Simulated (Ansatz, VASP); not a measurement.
## Cr: VASP beside Ansatz

```
CELL_PARAMETERS angstrom
-2.30903 2.30903 1.25962
2.30903 -2.30903 1.25962
2.30903 2.30903 -1.25962
ATOMIC_POSITIONS crystal
Cr 0.00000 0.00000 0.00000
Cr 0.75000 0.25000 0.50000
```

Alike in both runs: task relaxation of cell and atoms; functional PBEsol; k mesh 8 × 8 × 8; occupations gaussian, width 0.1 eV; no spin polarisation.

|  | VASP | Ansatz |
| --- | --- | --- |
| version | VASP 6.6.1 | Ansatz 0.2.0 |
| potentials or method | VASP PAW PBE potentials, release 64 (Cr_pv), cutoff 600 eV | scalar-relativistic, plane waves, PAW |
| valence electrons in the cell | 24 | 28 |

```csv
,VASP,Ansatz,Ansatz less VASP
"gap on the k mesh at the Fermi level, each at its own relaxed structure (eV)",none,none,-
relaxed volume (Å³/atom),11.86,11.87,+0.008
relaxed length of the cell vector where the two differ most in proportion (Å),3.357,3.361,+0.0033
```

VASP's potentials were made for PBE, not for PBEsol. A gap of «none» marks a metal or a gap that the smearing closes. VASP's potentials hold 24 valence electrons a cell and Ansatz's 28, so a difference there can come from the potentials and not from the codes.
